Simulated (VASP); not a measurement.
# Hg (Fd-3m) in VASP: single point with PBE+D3(BJ)

Aim: the single point of Hg with PBE+D3(BJ).

Program: VASP 6.6.1. These are calculated values, not measurements. Logs are shortened: lines on timing, memory, paths and dates and some standing lists are left out, and cuts for length are marked.

### Step 1. The cell of the first run

It takes space group Fd-3m (No. 227, cubic). Conventional cell: a = 7.462 Å, b = 7.462 Å, c = 7.462 Å, α = 90.00°, β = 90.00°, γ = 90.00°. Hg (site symmetry -43m) has 4 Hg at 3.23 Å within 4.3 Å.

### Step 2. Single point, PBE+D3(BJ)

Input file INCAR:

```
ALGO = Normal ; EDIFF = 1E-7
ENCUT = 520 ; GGA = PE
ISIF = 2 ; ISMEAR = -1
IVDW = 12 ; LASPH = T
LCHARG = T ; LELF = T
LREAL = F ; LVHAR = T
LWAVE = F ; NBANDS = 19
NELM = 60 ; PREC = Accurate
SIGMA = 0.05
```

Input file KPOINTS:

```
k-points
0
Gamma
  11 11 11
```

Input file POSCAR:

```
Hg
1.0
    0.0000000000      3.7309345765      3.7309345765
    3.7309345765      0.0000000000      3.7309345765
    3.7309345765      3.7309345765      0.0000000000
Hg
2
Direct
   -0.1250000000     -0.1250000000     -0.1250000000
    0.1250000000      0.1250000000      0.1250000000
```

Potentials or basis: VASP PAW PBE potentials, release 64 (Hg).

Command:

```sh
$ cat potpaw_PBE.64/Hg/POTCAR > POTCAR
$ mpirun -np 1 vasp_std > vasp.out
```

OUTCAR:

```text
EDIFF = 1E-7
   ENCUT = 520
   GGA = PE
   ISIF = 2
   ISMEAR = -1
   IVDW = 12
   LASPH = T
   LREAL = F
   NELM = 60
   PREC = Accurate
 IVDW          = 12

 ion  position               nearest neighbor table
   1  0.875  0.875  0.875-   2 3.23   2 3.23   2 3.23   2 3.23
   2  0.125  0.125  0.125-   1 3.23   1 3.23   1 3.23   1 3.23

  LATTYP: Found a face centered cubic cell.
 ALAT       =     7.4618691530

  Lattice vectors:

 A1 = (   0.0000000000,   3.7309345765,   3.7309345765)
 A2 = (   3.7309345765,   0.0000000000,   3.7309345765)
 A3 = (   3.7309345765,   3.7309345765,   0.0000000000)

Analysis of symmetry for initial positions (statically):
=====================================================================
 Subroutine PRICEL returns:
 Original cell was already a primitive cell.

 Routine SETGRP: Setting up the symmetry group for a
 face centered cubic supercell.

 Subroutine GETGRP returns: Found 48 space group operations
 (whereof 12 operations were pure point group operations)
 out of a pool of 48 trial point group operations.

The static configuration has the point symmetry D_3d.
 The point group associated with its full space group is O_h .

Analysis of symmetry for dynamics (positions and initial velocities):
=====================================================================
 Subroutine PRICEL returns:
 Original cell was already a primitive cell.

 Routine SETGRP: Setting up the symmetry group for a
 face centered cubic supercell.

 Subroutine GETGRP returns: Found 48 space group operations
 (whereof 12 operations were pure point group operations)
 out of a pool of 48 trial point group operations.

The dynamic configuration has the point symmetry D_3d.
 The point group associated with its full space group is O_h .

 Subroutine INISYM returns: Found 48 space group operations
 (whereof 12 operations are pure point group operations),
 and found     1 'primitive' translations

----------------------------------------------------------------------------------------

                                     Primitive cell

  volume of cell :     103.8683

  direct lattice vectors                    reciprocal lattice vectors
     0.000000000  3.730934577  3.730934577    -0.134014679  0.134014679  0.134014679
     3.730934577  0.000000000  3.730934577     0.134014679 -0.134014679  0.134014679
     3.730934577  3.730934577  0.000000000     0.134014679  0.134014679 -0.134014679

  length of vectors
     5.276338278  5.276338278  5.276338278     0.232120233  0.232120233  0.232120233

  position of ions in fractional coordinates (direct lattice)
     0.875000000  0.875000000  0.875000000
     0.125000000  0.125000000  0.125000000

  ion indices of the primitive-cell ions
   primitive index   ion index
                 1           1
                 2           2

----------------------------------------------------------------------------------------

 KPOINTS: k-points

Automatic generation of k-mesh.
 Grid dimensions read from file:
 generate k-points for:   11   11   11

 Generating k-lattice:

  Cartesian coordinates                     Fractional coordinates (reciprocal lattice)
    -0.012183153  0.012183153  0.012183153     0.090909091  0.000000000  0.000000000
     0.012183153 -0.012183153  0.012183153     0.000000000  0.090909091  0.000000000
     0.012183153  0.012183153 -0.012183153     0.000000000  0.000000000  0.090909091

  Length of vectors
     0.021101839  0.021101839  0.021101839

  Shift w.r.t. Gamma in fractional coordinates (k-lattice)
     0.000000000  0.000000000  0.000000000

 Subroutine IBZKPT returns following result:
 ===========================================

 Found     56 irreducible k-points:

 Following reciprocal coordinates:
            Coordinates               Weight
  0.000000  0.000000  0.000000      1.000000
  0.090909  0.000000  0.000000      8.000000
  0.181818  0.000000  0.000000      8.000000
  0.272727  0.000000  0.000000      8.000000
  0.363636  0.000000  0.000000      8.000000
  0.454545  0.000000  0.000000      8.000000
[... 16 lines left out ...]
 -0.272727  0.181818  0.000000     24.000000
 -0.181818  0.181818  0.000000     12.000000
 [... further k-points ...]
   k-points           NKPTS =     56   k-points in BZ     NKDIM =     56   number of bands    NBANDS=     19
   number of dos      NEDOS =    301   number of ions     NIONS =      2
   total plane-waves  NPLWV =  64000
   dimension x,y,z NGX =    40 NGY =   40 NGZ =   40
   dimension x,y,z NGXF=    80 NGYF=   80 NGZF=   80
   ions per type =               2
   NGX,Y,Z   is equivalent  to a cutoff of  12.60, 12.60, 12.60 a.u.
   NGXF,Y,Z  is equivalent  to a cutoff of  25.21, 25.21, 25.21 a.u.
 SYSTEM =  unknown system
   PREC   = accura    normal or accurate (medium, high low for compatibility)
   ISTART =      0    job   : 0-new  1-cont  2-samecut
   ICHARG =      2    charge: 1-file 2-atom 10-const
   ISPIN  =      1    spin polarized calculation?
   LNONCOLLINEAR =      F non collinear calculations
   LSORBIT =      F    spin-orbit coupling
   LASPH  =      T    aspherical Exc in radial PAW
   ENCUT  =  520.0 eV  38.22 Ry    6.18 a.u.   9.81  9.81  9.81*2*pi/ulx,y,z
   NELM   =     60;   NELMIN=  2; NELMDL= -5     # of ELM steps
   EDIFF  = 0.1E-06   stopping-criterion for ELM
   LREAL  =      F    real-space projection
   EDIFFG = 0.1E-05   stopping-criterion for IOM
   NSW    =      0    number of steps for IOM
   IBRION =     -1    ionic relax: 0-MD 1-quasi-New 2-CG
   NFREE  =      0    steps in history (QN), initial steepest desc. (CG)
   ISIF   =      2    stress and relaxation
   ISYM   =      2    0-nonsym 1-usesym 2-fastsym
   POTIM  = 0.5000    time-step for ionic-motion
   TEBEG  =    0.0;   TEEND  =   0.0 temperature during run
   PSTRESS=    0.0 pullay stress
   NELECT =      24.0000    total number of electrons
   NUPDOWN=      -1.0000    fix difference up-down
   EMIN   =  10.00;   EMAX   =-10.00  energy-range for DOS
   EFERMI =   0.00;   METHOD = LEGACY
   ISMEAR =    -1;   SIGMA  =   0.05  broadening in eV -4-tet -1-fermi 0-gaus
   EFERMI_NEDOS =   21; number of points for ismear=-14 and -15
   IALGO  =     38    algorithm
   IMIX   =      4    mixing-type and parameters
     AMIX     =   0.40;   BMIX     =  1.00
     AMIX_MAG =   1.60;   BMIX_MAG =  1.00
  volume/ion in A,a.u.               =      51.93       350.47
  Fermi-wavevector in a.u.,A,eV,Ry     =   1.004579  1.898380 13.730725  1.009180
  Thomas-Fermi vector in A             =   2.137204
   LORBIT       =      0    0 simple, 1 ext, 2 COOP (PROOUT), +10 PAW based schemes
   GGA     = PE    functional components
   LHFCALC =     F    Hartree Fock is set to
   AEXX    =    0.0000 exact exchange contribution
   IVDW    =    12    specifies the selected vdW correction
   LEPSILON=     F    determine dielectric tensor
   LRPA    =     F    only Hartree local field effects (RPA)
 non-spin polarized calculation
  energy-cutoff  :      520.00
  volume of cell :      103.87
 maximum number of plane-waves:      2812
   NGX = 19   NGY = 19   NGZ = 19

 number of electron      23.9999999 magnetization

 Free energy of the ion-electron system (eV)
  ---------------------------------------------------
  ext. energy  EPLUGINS =         0.00000000
  ---------------------------------------------------
  free energy    TOTEN  =        -0.20932566 eV

  energy without entropy =       -0.20717290  energy(sigma->0) =       -0.20824928

 E-fermi :  -0.2721     XC(G=0):  -6.6719

 val. band max:       -0.2993075327   @ k =   0.0909   0.0000   0.0000
 cond. band min:      -0.1476498040   @ k =  -0.3636   0.3636   0.0000
 fundamental gap:      0.1516577288
 Fermi energy:        -0.2720902989

 k-point     1 :       0.0000    0.0000    0.0000
  band No.  band energies     occupation
      1      -7.4679      2.00000
      2      -7.4679      2.00000
      3      -7.4679      2.00000
      4      -7.4273      2.00000
      5      -7.4273      2.00000
      6      -6.8882      2.00000
[... 11 lines left out ...]
     18       4.4611      0.00000
     19       5.1892      0.00000

 k-point     2 :       0.0909    0.0000    0.0000
  band No.  band energies     occupation
      1      -7.4871      2.00000
      2      -7.4871      2.00000
      3      -7.4687      2.00000
      4      -7.4020      2.00000
      5      -7.4020      2.00000
      6      -6.9373      2.00000
[... 11 lines left out ...]
     18       4.6604      0.00000
     19       5.8616      0.00000

 k-point     3 :       0.1818    0.0000    0.0000
  band No.  band energies     occupation
      1      -7.5084      2.00000
      2      -7.5084      2.00000
      3      -7.4710      2.00000
      4      -7.3659      2.00000
      5      -7.3659      2.00000
      6      -7.0093      2.00000
[... 11 lines left out ...]
     18       5.0413      0.00000
     19       6.7039      0.00000

 k-point     4 :       0.2727    0.0000    0.0000
  band No.  band energies     occupation
      1      -7.5191      2.00000
      2      -7.5191      2.00000
      3      -7.4741      2.00000
      4      -7.3396      2.00000
      5      -7.3396      2.00000
      6      -7.0676      2.00000
[... 11 lines left out ...]
     18       5.8833      0.00000
     19       6.6311      0.00000

 k-point     5 :       0.3636    0.0000    0.0000
  band No.  band energies     occupation
      1      -7.5209      2.00000
      2      -7.5209      2.00000
      3      -7.4772      2.00000
      4      -7.3282      2.00000
      5      -7.3282      2.00000
      6      -7.1081      2.00000
[... 11 lines left out ...]
     18       6.3510      0.00000
     19       6.9723      0.00000
[... 334 lines left out ...]
      2      -7.5334      2.00000
      3      -7.4429      2.00000
      4      -7.2719      2.00000
      5      -7.2628      2.00000
      6      -7.1868      2.00000
[... 11 lines left out ...]
     18       6.7208      0.00000
     19       8.1779      0.00000

 k-point    22 :      -0.3636    0.1818    0.0000
  band No.  band energies     occupation
      1      -7.5649      2.00000
      2      -7.5446      2.00000
      3      -7.4304      2.00000
      4      -7.3047      2.00000
      5      -7.2455      2.00000
      6      -7.1697      2.00000
[... 11 lines left out ...]
     18       6.7933      0.00000
     19       7.8731      0.00000

 k-point    23 :      -0.2727    0.1818    0.0000
  band No.  band energies     occupation
      1      -7.5505      2.00000
      2      -7.5471      2.00000
      3      -7.4355      2.00000
      4      -7.3333      2.00000
      5      -7.2495      2.00000
      6      -7.1392      2.00000
[... 11 lines left out ...]
     18       5.9611      0.00000
     19       7.7939      0.00000

 k-point    24 :      -0.1818    0.1818    0.0000
  band No.  band energies     occupation
      1      -7.5469      2.00000
      2      -7.5219      2.00000
      3      -7.4555      2.00000
      4      -7.3522      2.00000
      5      -7.2808      2.00000
      6      -7.1001      2.00000
[... 11 lines left out ...]
     18       5.7326      0.00000
     19       7.5510      0.00000

 [... further k-points ...]

------------------------ aborting loop because EDIFF is reached ----------------------------------------

 Edisp (eV)   -0.36284

 E8    (eV) :    -0.1596

  FORCE on cell =-STRESS in cart. coord.  units (eV):
  Direction    XX          YY          ZZ          XY          YZ          ZX
  --------------------------------------------------------------------------------------
  -------------------------------------------------------------------------------------
  Total      -0.33415    -0.33415    -0.33415     0.00000     0.00000    -0.00000
  in kB      -5.15429    -5.15429    -5.15429     0.00000     0.00000    -0.00000
  external pressure =       -5.15 kB  Pullay stress =        0.00 kB

 VOLUME and BASIS-vectors are now :
 -----------------------------------------------------------------------------
  energy-cutoff  :      520.00
  volume of cell :      103.87
      direct lattice vectors                 reciprocal lattice vectors
     0.000000000  3.730934577  3.730934577    -0.134014679  0.134014679  0.134014679
     3.730934577  0.000000000  3.730934577     0.134014679 -0.134014679  0.134014679
     3.730934577  3.730934577  0.000000000     0.134014679  0.134014679 -0.134014679

 POSITION                                       TOTAL-FORCE (eV/Angst)
 -----------------------------------------------------------------------------------
      6.52914      6.52914      6.52914        -0.000000     -0.000000     -0.000000
      0.93273      0.93273      0.93273         0.000000      0.000000      0.000000
 -----------------------------------------------------------------------------------
    total drift:                                0.000000      0.000000     -0.000000

  FREE ENERGIE OF THE ION-ELECTRON SYSTEM (eV)
  ---------------------------------------------------
  free  energy   TOTEN  =        -0.5721692923 eV

  energy  without entropy=       -0.5700165291  energy(sigma->0) =       -0.57109291
```

Wall time 30 s (1 thread of Intel Xeon 6975P-C (Granite Rapids), shared host); peak memory 0.29 GiB.

What came out:

* Free energy: -0.5722 eV
* Pressure: -0.5 GPa
* Band gap on the k mesh: zero (bands 12 and 13 overlap by 0.10 eV)
* Dispersion energy per atom: -0.181 eV

Caveat: three body term missing; spin-orbit coupling is left out, which moves the levels of the heavy elements.
